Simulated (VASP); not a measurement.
Wanted: the native input for a VASP 6.6.1 run.

```yaml
Task: single point
Functional: PBE
Potentials_or_basis: VASP PAW PBE potentials, release 64 (K_sv, F)
Cutoff: 520 eV
k_mesh: 8 × 8 × 8
Occupations: gaussian, width 0.05 eV
Spin: no spin polarisation
Dipole_correction: no
Further_INCAR_settings: ALGO = Normal; EDIFF = 1e-06; NBANDS = 15
```

The structure of KF lies in POSCAR:

```
KF
1.0
    0.0000000000      2.7105354767      3.1171157982
    2.8528385892      0.0000000000      3.1171157982
    2.8528385892      2.7105354767      0.0000000000
K F
1 1
Direct
    0.0000000000      0.0000000000      0.0000000000
    0.5000000000      0.5000000000      0.5000000000
```

This cell differs from its parent crystal: normal strain along x +0.0525, normal strain along z +0.1500.

One way to write it, as run:

INCAR

```
  PREC = Accurate
  ENCUT = 520
  EDIFF = 1E-6
  ISMEAR = 0
  SIGMA = 0.05
  LREAL = F
  LASPH = T
  NELM = 100
  ALGO = Normal
  ISIF = 2
  LWAVE = F
  LCHARG = F
  GGA = PE
  NBANDS = 15
```

KPOINTS

```
regular mesh
0
Gamma
  8 8 8
```

Potentials or basis: VASP PAW PBE potentials, release 64 (K_sv, F).

Command:

```console
$ cat potpaw_PBE.64/K_sv/POTCAR potpaw_PBE.64/F/POTCAR > POTCAR
$ mpirun -np 1 vasp_std > vasp.out
```

It gave:

```
Pressure               : -3.0 GPa
Band gap on the k mesh : 5.04 eV
```

Caveat: the cell differs from its parent crystal (normal strain along x +0.0525, normal strain along z +0.1500).

Run time: 94 s on 1 thread of Intel(R) Xeon(R) Platinum 8259CL CPU @ 2.50GHz (Skylake/Cascade Lake), on a shared host, peak memory 0.22 GiB.
